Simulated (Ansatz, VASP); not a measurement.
# One calculation of Sr, two programs

```
Sr
1.0
     4.19454    0.00000    0.00000
    -2.09727    3.63258    0.00000
     0.00000    0.00000    6.87853
Sr
2
Direct
  0.33333 0.66667 0.25000
  0.66667 0.33333 0.75000
```

Alike in both runs: functional PBEsol; k mesh 12 × 12 × 6; occupations gaussian, width 0.1 eV; no spin polarisation.

Ansatz relaxed the structure, and its values are those at the end. VASP's run is a single point on that final structure, the one shown.

```csv
,VASP,Ansatz
version,VASP 6.6.1,Ansatz 0.2.0
potentials or method,"VASP PAW PBE potentials, release 64 (Sr_sv), cutoff 520 eV","scalar-relativistic, plane waves, PAW"
valence electrons in the cell,20,20
```

|  | VASP | Ansatz | Ansatz less VASP |
| --- | --- | --- | --- |
| gap on the k mesh at the Fermi level (eV) | none | none | - |
| pressure (GPa) | 0.0 | 0.0 | -0.01 |

VASP's potentials were made for PBE, not for PBEsol. A gap of «none» marks a metal or a gap that the smearing closes. The functional is the same, so the differences come from potentials, cutoffs and numerics.
